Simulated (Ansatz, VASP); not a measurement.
**Al: VASP beside Ansatz**

Contents of INCAR:

```
SYSTEM = Al
PREC     = Accurate       ! precision mode
ENCUT    = 520            ! plane-wave cutoff, eV
EDIFF    = 1E-6           ! SCF threshold, eV
ISMEAR   = 0              ! smearing method
SIGMA    = 0.15           ! smearing width, eV
LREAL    = .False.        ! projectors in reciprocal space
LASPH    = .True.         ! aspherical terms in the spheres
NELM     = 60             ! most SCF steps
ALGO     = Normal         ! electronic algorithm
ISIF     = 2              ! what is computed and relaxed
LWAVE    = .False.        ! write WAVECAR
LCHARG   = .True.         ! write CHGCAR
GGA      = PE             ! functional
IVDW     = 12             ! dispersion correction
LELF     = .True.         ! ELF
LVHAR    = .True.       
NBANDS   = 14             ! bands
```

File KPOINTS:

```
Automatic mesh
0
Gamma
  18 18 6
  0 0 0
```

Contents of POSCAR:

```
Al
1.0
    2.7694486651      0.0000000000      0.0000000000
   -1.3847243326      2.3984128985      0.0000000000
    0.0000000000      0.0000000000      9.8520366812
Al
4
Direct
    0.0000000000      0.0000000000      0.0000000000
    0.3333333333      0.6666666667      0.2500000000
    0.0000000000      0.0000000000      0.5000000000
    0.6666666667      0.3333333333      0.7500000000
```

Input for Ansatz:

```yaml
crystal:
  lattice:
    - [2.7694486651, 0.0, 0.0]
    - [-1.3847243326, 2.3984128985, 0.0]
    - [0.0, 0.0, 9.8520366812]
  atoms:
    - { symbol: Al, position: [0.0, 0.0, 0.0] }
    - { symbol: Al, position: [0.3333333333, 0.6666666667, 0.25] }
    - { symbol: Al, position: [0.0, 0.0, 0.5] }
    - { symbol: Al, position: [0.6666666667, 0.3333333333, 0.75] }
basis:
  ecutwfc: 420
kpoints:
  mp_grid: { grid: [18, 18, 6] }
hamiltonian:
  xc: pbe
  dispersion: d3bj
scf:
  occupations: { method: gaussian, width: 0.15 }
output:
  forces: true
  stress: true
  eigenvalues: true
```

Alike in both runs: task single point; functional PBE; dispersion D3(BJ); k mesh 18 × 18 × 6; occupations gaussian, width 0.15 eV; no spin polarisation.

```csv
,VASP,Ansatz
version,VASP 6.6.1,Ansatz 0.2.0
potentials or method,"VASP PAW PBE potentials, release 64 (Al), cutoff 520 eV","scalar-relativistic, plane waves, PAW"
valence electrons in the cell,12,12
```

```csv
,VASP,Ansatz,Ansatz less VASP
gap on the k mesh at the Fermi level (eV),none,none,-
pressure (GPa),-1.7,-1.7,+0.03
"traceless stress, the component that is largest in VASP (GPa)",-3.82,-3.83,-0.012
```

A gap of «none» marks a metal or a gap that the smearing closes.
